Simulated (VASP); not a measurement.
# PtWS3 (Pm-3m) in VASP: single point with PBE

Aim: the single point of PtWS3 with PBE.

Program: VASP 6.6.1. These are calculated values, not measurements. Logs are shortened: lines on timing, memory, paths and dates and some standing lists are left out, and cuts for length are marked.

### Step 1. The cell of the first run

Symmetry: Pm-3m, No. 221, cubic system. The conventional cell has a = 4.525 Å, b = 4.525 Å, c = 4.525 Å, α = 90.00°, β = 90.00°, γ = 90.00°. Pt (site symmetry m-3m) has 6 S at 2.26 Å within 3.0 Å. Within 4.2 Å of W (site symmetry m-3m) lie 12 S at 3.20 Å and 8 Pt at 3.92 Å. Within 3.0 Å of S (site symmetry 4/mmm) lie 2 Pt at 2.26 Å.

The cell was built from a structure type or drawn by symmetry, and may not be a known phase.

### Step 2. Single point, PBE, collinear spin

INCAR

```
ALGO = Normal
EDIFF = 1E-6
ENCUT = 520
GGA = PE
ISIF = 2
ISMEAR = 0
ISPIN = 2
LASPH = T
LCHARG = F
LMAXMIX = 4
LORBIT = 11
LREAL = F
LWAVE = F
MAGMOM = 1 0 0 0 0
NBANDS = 33
NELM = 150
PREC = Accurate
SIGMA = 0.1
```

KPOINTS

```
k-points
0
Gamma
  4 4 4
```

POSCAR

```
PtWS3
1.0
    4.5253669300      0.0000000000      0.0000000000
    0.0000000000      4.5253669300      0.0000000000
    0.0000000000      0.0000000000      4.5253669300
Pt W S
1 1 3
Direct
    0.5000000000      0.5000000000      0.5000000000
    0.0000000000      0.0000000000      0.0000000000
    0.0000000000      0.5000000000      0.5000000000
    0.5000000000      0.0000000000      0.5000000000
    0.5000000000      0.5000000000      0.0000000000
```

Potentials or basis: VASP PAW PBE potentials, release 64 (Pt, W_sv, S).

The run is started by

```sh
> cat potpaw_PBE.64/Pt/POTCAR potpaw_PBE.64/W_sv/POTCAR potpaw_PBE.64/S/POTCAR > POTCAR
> mpirun -np 1 vasp_std > vasp.out
```

OUTCAR:

```text
EDIFF = 1E-6
   ENCUT = 520
   GGA = PE
   ISIF = 2
   ISMEAR = 0
   ISPIN = 2
   LASPH = T
   LORBIT = 11
   LREAL = F
   NELM = 150
   PREC = Accurate

 ion  position               nearest neighbor table
   1  0.500  0.500  0.500-   3 2.26   4 2.26   5 2.26   5 2.26   4 2.26   3 2.26
   2  0.000  0.000  0.000-
   3  0.000  0.500  0.500-   1 2.26   1 2.26
   4  0.500  0.000  0.500-   1 2.26   1 2.26
   5  0.500  0.500  0.000-   1 2.26   1 2.26

  LATTYP: Found a simple cubic cell.
 ALAT       =     4.5253669300

  Lattice vectors:

 A1 = (   4.5253669300,   0.0000000000,   0.0000000000)
 A2 = (   0.0000000000,   4.5253669300,   0.0000000000)
 A3 = (   0.0000000000,   0.0000000000,   4.5253669300)

Analysis of symmetry for initial positions (statically):
=====================================================================
 Subroutine PRICEL returns:
 Original cell was already a primitive cell.

 Routine SETGRP: Setting up the symmetry group for a
 simple cubic supercell.

 Subroutine GETGRP returns: Found 48 space group operations
 (whereof 48 operations were pure point group operations)
 out of a pool of 48 trial point group operations.

The static configuration has the point symmetry O_h .

Analysis of symmetry for dynamics (positions and initial velocities):
=====================================================================
 Subroutine PRICEL returns:
 Original cell was already a primitive cell.

 Routine SETGRP: Setting up the symmetry group for a
 simple cubic supercell.

 Subroutine GETGRP returns: Found 48 space group operations
 (whereof 48 operations were pure point group operations)
 out of a pool of 48 trial point group operations.

The dynamic configuration has the point symmetry O_h .

Analysis of structural, dynamic, and magnetic symmetry:
=====================================================================
 Subroutine PRICEL returns:
 Original cell was already a primitive cell.

 Routine SETGRP: Setting up the symmetry group for a
 simple cubic supercell.

 Subroutine GETGRP returns: Found 48 space group operations
 (whereof 48 operations were pure point group operations)
 out of a pool of 48 trial point group operations.

The overall configuration has the point symmetry O_h .

 Subroutine INISYM returns: Found 48 space group operations
 (whereof 48 operations are pure point group operations),
 and found     1 'primitive' translations

----------------------------------------------------------------------------------------

                                     Primitive cell

  volume of cell :      92.6747

  direct lattice vectors                    reciprocal lattice vectors
     4.525366930  0.000000000  0.000000000     0.220976556  0.000000000  0.000000000
     0.000000000  4.525366930  0.000000000     0.000000000  0.220976556  0.000000000
     0.000000000  0.000000000  4.525366930     0.000000000  0.000000000  0.220976556

  length of vectors
     4.525366930  4.525366930  4.525366930     0.220976556  0.220976556  0.220976556

  position of ions in fractional coordinates (direct lattice)
     0.500000000  0.500000000  0.500000000
     0.000000000  0.000000000  0.000000000
     0.000000000  0.500000000  0.500000000
     0.500000000  0.000000000  0.500000000
     0.500000000  0.500000000  0.000000000

  ion indices of the primitive-cell ions
   primitive index   ion index
                 1           1
                 2           2
                 3           3
                 4           4
                 5           5

----------------------------------------------------------------------------------------

 KPOINTS: k-points

Automatic generation of k-mesh.
 Grid dimensions read from file:
 generate k-points for:    4    4    4

 Generating k-lattice:

  Cartesian coordinates                     Fractional coordinates (reciprocal lattice)
     0.055244139  0.000000000  0.000000000     0.250000000  0.000000000  0.000000000
     0.000000000  0.055244139  0.000000000     0.000000000  0.250000000  0.000000000
     0.000000000  0.000000000  0.055244139     0.000000000  0.000000000  0.250000000

  Length of vectors
     0.055244139  0.055244139  0.055244139

  Shift w.r.t. Gamma in fractional coordinates (k-lattice)
     0.000000000  0.000000000  0.000000000

 Subroutine IBZKPT returns following result:
 ===========================================

 Found     10 irreducible k-points:

 Following reciprocal coordinates:
            Coordinates               Weight
  0.000000  0.000000  0.000000      1.000000
  0.250000  0.000000  0.000000      6.000000
  0.500000  0.000000  0.000000      3.000000
  0.250000  0.250000  0.000000     12.000000
  0.500000  0.250000  0.000000     12.000000
  0.500000  0.500000  0.000000      3.000000
  0.250000  0.250000  0.250000      8.000000
  0.500000  0.250000  0.250000     12.000000
  0.500000  0.500000  0.250000      6.000000
  0.500000  0.500000  0.500000      1.000000
   k-points           NKPTS =     10   k-points in BZ     NKDIM =     10   number of bands    NBANDS=     33
   number of dos      NEDOS =    301   number of ions     NIONS =      5
   total plane-waves  NPLWV =  46656
   dimension x,y,z NGX =    36 NGY =   36 NGZ =   36
   dimension x,y,z NGXF=    72 NGYF=   72 NGZF=   72
   ions per type =               1   1   3
   NGX,Y,Z   is equivalent  to a cutoff of  13.23, 13.23, 13.23 a.u.
   NGXF,Y,Z  is equivalent  to a cutoff of  26.45, 26.45, 26.45 a.u.
 SYSTEM =  unknown system
   PREC   = accura    normal or accurate (medium, high low for compatibility)
   ISTART =      0    job   : 0-new  1-cont  2-samecut
   ICHARG =      2    charge: 1-file 2-atom 10-const
   ISPIN  =      2    spin polarized calculation?
   LNONCOLLINEAR =      F non collinear calculations
   LSORBIT =      F    spin-orbit coupling
   LASPH  =      T    aspherical Exc in radial PAW
   ENCUT  =  520.0 eV  38.22 Ry    6.18 a.u.   8.41  8.41  8.41*2*pi/ulx,y,z
   NELM   =    150;   NELMIN=  2; NELMDL= -5     # of ELM steps
   EDIFF  = 0.1E-05   stopping-criterion for ELM
   LREAL  =      F    real-space projection
   EDIFFG = 0.1E-04   stopping-criterion for IOM
   NSW    =      0    number of steps for IOM
   IBRION =     -1    ionic relax: 0-MD 1-quasi-New 2-CG
   NFREE  =      0    steps in history (QN), initial steepest desc. (CG)
   ISIF   =      2    stress and relaxation
   ISYM   =      2    0-nonsym 1-usesym 2-fastsym
   POTIM  = 0.5000    time-step for ionic-motion
   TEBEG  =    0.0;   TEEND  =   0.0 temperature during run
   PSTRESS=    0.0 pullay stress
   NELECT =      42.0000    total number of electrons
   NUPDOWN=      -1.0000    fix difference up-down
   EMIN   =  10.00;   EMAX   =-10.00  energy-range for DOS
   EFERMI =   0.00;   METHOD = LEGACY
   ISMEAR =     0;   SIGMA  =   0.10  broadening in eV -4-tet -1-fermi 0-gaus
   EFERMI_NEDOS =   21; number of points for ismear=-14 and -15
   IALGO  =     38    algorithm
   IMIX   =      4    mixing-type and parameters
     AMIX     =   0.40;   BMIX     =  1.00
     AMIX_MAG =   1.60;   BMIX_MAG =  1.00
  volume/ion in A,a.u.               =      18.53       125.08
  Fermi-wavevector in a.u.,A,eV,Ry     =   1.257489  2.376309 21.514595  1.581278
  Thomas-Fermi vector in A             =   2.391145
   LORBIT       =     11    0 simple, 1 ext, 2 COOP (PROOUT), +10 PAW based schemes
   GGA     = PE    functional components
   LHFCALC =     F    Hartree Fock is set to
   AEXX    =    0.0000 exact exchange contribution
   IVDW    =     0    specifies the selected vdW correction
   LEPSILON=     F    determine dielectric tensor
   LRPA    =     F    only Hartree local field effects (RPA)
 spin polarized calculation
 Gauss-broadening in eV      SIGMA  =   0.10
  energy-cutoff  :      520.00
  volume of cell :       92.67
 maximum number of plane-waves:      2517
 NGX is ok and might be reduce to    36
   NGX = 17   NGY = 17   NGZ = 17

 number of electron      41.9999998 magnetization       0.0011071

 number of electron      41.9999998 magnetization      -0.0002930

 Free energy of the ion-electron system (eV)
  ---------------------------------------------------
  ext. energy  EPLUGINS =         0.00000000
  ---------------------------------------------------
  free energy    TOTEN  =       -25.04084766 eV

  energy without entropy =      -25.01282710  energy(sigma->0) =      -25.02683738

 E-fermi :   7.2874     XC(G=0): -11.0765

 val. band max:        7.2762286962   @ k =   0.2500   0.0000   0.0000
 cond. band min:       7.3881557436   @ k =   0.5000   0.5000   0.5000
 fundamental gap:      0.1119270475
 Fermi energy:         7.2874123335

 spin component 1

 k-point     1 :       0.0000    0.0000    0.0000
  band No.  band energies     occupation
      1     -67.7706      1.00000
      2     -31.8363      1.00000
      3     -31.8363      1.00000
      4     -31.8363      1.00000
      5      -8.1453      1.00000
      6      -6.0468      1.00000
[... 349 lines left out ...]
     32      16.1441      0.00000
     33      16.1441      0.00000
 Fermi energy:         7.2874123335

 spin component 2

 k-point     1 :       0.0000    0.0000    0.0000
  band No.  band energies     occupation
      1     -67.7706      1.00000
      2     -31.8364      1.00000
      3     -31.8364      1.00000
      4     -31.8364      1.00000
      5      -8.1453      1.00000
      6      -6.0468      1.00000
[... 349 lines left out ...]
     32      16.1440      0.00000
     33      16.1440      0.00000

------------------------ aborting loop because EDIFF is reached ----------------------------------------

  FORCE on cell =-STRESS in cart. coord.  units (eV):
  Direction    XX          YY          ZZ          XY          YZ          ZX
  --------------------------------------------------------------------------------------
  -------------------------------------------------------------------------------------
  Total        2.4441957      2.4441957      2.4441957      0.0000000      0.0000000     -0.0000000
  in kB       42.2556858     42.2556858     42.2556858      0.0000000      0.0000000     -0.0000000
  external PRESSURE =      42.2556858 kB  Pullay stress =       0.0000000 kB

 VOLUME and BASIS-vectors are now :
 -----------------------------------------------------------------------------
  energy-cutoff  :      520.00
  volume of cell :       92.67
      direct lattice vectors                 reciprocal lattice vectors
     4.525366930  0.000000000  0.000000000     0.220976556  0.000000000  0.000000000
     0.000000000  4.525366930  0.000000000     0.000000000  0.220976556  0.000000000
     0.000000000  0.000000000  4.525366930     0.000000000  0.000000000  0.220976556

 POSITION                                       TOTAL-FORCE (eV/Angst)
 -----------------------------------------------------------------------------------
      2.26268      2.26268      2.26268         0.000000      0.000000      0.000000
      0.00000      0.00000      0.00000         0.000000      0.000000      0.000000
      0.00000      2.26268      2.26268         0.000000      0.000000      0.000000
      2.26268      0.00000      2.26268         0.000000      0.000000      0.000000
      2.26268      2.26268      0.00000         0.000000      0.000000      0.000000
 -----------------------------------------------------------------------------------
    total drift:                                0.000000      0.000000      0.000000

  FREE ENERGIE OF THE ION-ELECTRON SYSTEM (eV)
  ---------------------------------------------------
  free  energy   TOTEN  =       -25.0408476551 eV

  energy  without entropy=      -25.0128270997  energy(sigma->0) =      -25.02683738

 total charge

# of ion       s       p       d       tot
------------------------------------------
    1        0.783   0.833   8.318   9.933
    2        2.303   6.015   3.077  11.396
    3        1.372   2.265   0.000   3.637
    4        1.372   2.265   0.000   3.637
    5        1.372   2.265   0.000   3.637
--------------------------------------------------
tot          7.202  13.644  11.395  32.241

 magnetization (x)

# of ion       s       p       d       tot
------------------------------------------
    1        0.000  -0.000   0.000   0.000
    2       -0.000  -0.000  -0.000  -0.000
    3        0.000   0.000   0.000   0.000
    4        0.000   0.000   0.000   0.000
    5        0.000   0.000   0.000   0.000
--------------------------------------------------
tot          0.000   0.000  -0.000  -0.000
```

Run time: 92 s. Hardware: 1 thread of Intel Xeon 8259CL, shared host; peak memory 0.26 GiB.

Results:

```yaml
Free_energy: -25.0408 eV
Pressure: 4.2 GPa
Band_gap_on_the_k_mesh: zero (filled and empty bands overlap)
Net_moment: 0.00 μB per cell
Valence_electrons_inside_the_program's_atomic_spheres: Pt 9.93; W 11.40; S 3.64
```

Caveat: the cell stands under pressure; spin-orbit coupling is left out, which moves the levels of the heavy elements.
